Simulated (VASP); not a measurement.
Input of a VASP 6.6.1 run:

The input INCAR:

```
PREC = Accurate ; ENCUT = 600
EDIFF = 1E-6 ; ISMEAR = 0
SIGMA = 0.05 ; LREAL = F
LASPH = T ; NELM = 100
ALGO = Fast ; ISIF = 3
LWAVE = F ; LCHARG = F
GGA = PE ; IBRION = 2
NSW = 80 ; EDIFFG = -0.01
```

The input KPOINTS:

```
regular mesh
0
Gamma
  18 18 10
```

Contents of POSCAR:

```
Mo
1.0
    2.8061338809      0.0000000000      0.0000000000
   -1.4030669405      2.4301832273      0.0000000000
    0.0000000000      0.0000000000      4.5833520055
Mo
2
Direct
    0.3333333333      0.6666666667      0.7500000000
    0.6666666667      0.3333333333      0.2500000000
```

Potentials or basis: VASP PAW PBE potentials, release 64 (Mo_sv).

Launch:

```sh
$ cat potpaw_PBE.64/Mo_sv/POTCAR > POTCAR
$ mpirun -np 1 vasp_std > vasp.out
```

(1) What does it give for the band gap on the k mesh?

(2) What does it give for the relaxed cell?

Results:

(1) zero (band 14 reaches 13.03 eV, above the bottom of band 15 at 11.18 eV).

(2) a = 2.758 Å, b = 2.758 Å, c = 4.902 Å, α = 90.00°, β = 90.00°, γ = 120.00°.
